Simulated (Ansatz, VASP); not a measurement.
Two plane-wave programs on KF

Contents of INCAR:

```
PREC = Accurate
ENCUT = 520
EDIFF = 1E-6
ISMEAR = -1
SIGMA = 0.02
LREAL = F
LASPH = T
NELM = 80
ALGO = Normal
ISIF = 2
LWAVE = F
LCHARG = F
GGA = PE
NBANDS = 15
```

KPOINTS

```
Automatic mesh
0
Gamma
  8 8 8
```

File POSCAR:

```
KF
1.0
   -0.0072406569      2.9281607730      2.9281607730
    2.9281607730     -0.0072406569      2.9281607730
    2.9281607730      2.9281607730     -0.0072406569
K F
1 1
Direct
   -0.0002234080     -0.0002234080     -0.0002234080
    0.2502234080      0.2502234080      0.2502234080
```

Input for Ansatz:

```yaml
crystal:
  lattice:
    - [-0.0072406569, 2.928160773, 2.928160773]
    - [2.928160773, -0.0072406569, 2.928160773]
    - [2.928160773, 2.928160773, -0.0072406569]
  atoms:
    - { symbol: K, position: [-0.000223408, -0.000223408, -0.000223408] }
    - { symbol: F, position: [0.250223408, 0.250223408, 0.250223408] }
kpoints:
  mp_grid: { grid: [8, 8, 8] }
  band_path:
    path:
      - [0.0, 0.0, 0.0]
      - [-0.5, -0.5, 0.0]
      - [-0.375, -0.375, 0.25]
      - [-0.375, 0.0, 0.375]
      - [0.0, 0.0, 0.5]
      - [-0.5, -0.25, 0.25]
    npoints: 1
hamiltonian:
  xc: pbe
scf:
  occupations: { method: fermi_dirac, width: 0.02 }
  n_extra_bands: 4
output:
  forces: true
  stress: true
  eigenvalues: true
```

Change from the starting cell: shear_111 strain -0.4%.

Alike in both runs: task single point; functional PBE; k mesh 8 × 8 × 8; occupations fermi-dirac, width 0.02 eV; no spin polarisation.

|  | VASP | Ansatz |
| --- | --- | --- |
| version | VASP 6.6.1 | Ansatz 0.2.0 |
| potentials or method | VASP PAW PBE potentials, release 64 (K_sv, F) | plane waves, PAW |
| plane-wave cutoff (eV) | 520 | 420 |
| valence electrons in the cell | 16 | 16 |

|  | VASP | Ansatz | Ansatz less VASP |
| --- | --- | --- | --- |
| gap on the k mesh at the Fermi level (eV) | 5.17 | 5.18 | +0.011 |
| pressure (GPa) | 1.0 | 1.0 | -0.03 |

The functional is the same, so the differences come from potentials, cutoffs and numerics.
